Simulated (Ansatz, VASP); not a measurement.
**Two plane-wave programs on CaC4O4**

```
CELL_PARAMETERS angstrom
-3.44444 3.44444 5.10741
3.44444 -3.44444 5.10741
3.44444 3.44444 -5.10741
ATOMIC_POSITIONS crystal
Ca 0.50000 0.50000 0.00000
Ca 0.25000 0.75000 0.50000
C 0.05953 0.05953 0.00000
C 0.80953 0.30953 0.50000
C 0.69047 0.19047 0.50000
C 0.94047 0.94047 0.00000
C 0.20034 0.20034 0.00000
C 0.95034 0.45034 0.50000
C 0.54966 0.04966 0.50000
C 0.79966 0.79966 0.00000
O 0.25947 0.42015 0.16068
O 0.17015 0.50947 0.66068
O 0.84879 0.50947 0.33932
O 0.25947 0.09879 0.83932
O 0.49053 0.82985 0.33932
O 0.57985 0.74053 0.83932
O 0.90121 0.74053 0.16068
O 0.49053 0.15121 0.66068
```

Alike in both runs: functional PBEsol; k mesh 6 × 6 × 6; occupations gaussian, width 0.02 eV; no spin polarisation.

Ansatz relaxed the structure, and its values are those at the end. VASP's run is a single point on that final structure, the one shown.

|  | VASP | Ansatz |
| --- | --- | --- |
| version | VASP 6.6.1 | Ansatz 0.2.0 |
| potentials or method | VASP PAW PBE potentials, release 64 (Ca_sv, C, O), cutoff 520 eV | scalar-relativistic, plane waves, PAW |
| valence electrons in the cell | 100 | 100 |

VASP gave:

- gap on the k mesh at the Fermi level (eV): 3.75
- least direct gap on the mesh (eV): 3.81
- pressure (GPa): 0.8
- rms of the force components (eV/Å): 0.160

**Question.** What did Ansatz give for the same quantities?

**Answer.** gap on the k mesh at the Fermi level (eV): 3.76; least direct gap on the mesh (eV): 3.81; pressure (GPa): 0.0; rms of the force components (eV/Å): 0.001.

VASP's potentials were made for PBE, not for PBEsol. One of these differences is far larger than is usual between the two programs; its cause wasn't traced. The functional is the same, so the differences come from potentials, cutoffs and numerics.

Noted on VASP's run: the standard files for N, O and F lose accuracy on very short bonds.
